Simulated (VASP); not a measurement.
A run of VASP 6.6.1 is set up as follows.

INCAR

```
SYSTEM = AlN
PREC = Accurate ; ENCUT = 520
EDIFF = 1E-6 ; ISMEAR = -1
SIGMA = 0.02 ; LREAL = .FALSE.
LASPH = .TRUE. ; NELM = 100
ALGO = Normal ; ISIF = 2
LWAVE = .FALSE. ; LCHARG = .FALSE.
GGA = PE ; NBANDS = 11
```

Contents of KPOINTS:

```
Automatic mesh
0
G
  10 10 10
  0 0 0
```

Contents of POSCAR:

```
AlN
1.0
    0.0000000000      2.2115319131      2.2115319131
    2.2115319131      0.0000000000      2.2115319131
    2.2115319131      2.2115319131      0.0000000000
Al N
1 1
Direct
    0.0000000000      0.0000000000      0.0000000000
    0.2500000000      0.2500000000      0.2500000000
```

Potentials or basis: VASP PAW PBE potentials, release 64 (Al, N).

Run with:

```console
$ cat potpaw_PBE.64/Al/POTCAR potpaw_PBE.64/N/POTCAR > POTCAR
$ mpirun -np 1 vasp_std > vasp.out
```

(1) What does it give for the band gap on the k mesh?

(2) Predict the pressure.

Answers

(1) 3.30 eV, indirect (least direct gap 3.87 eV).

(2) -2.8 GPa.

Caveat: the cell differs from its parent crystal (strain +1.2%).
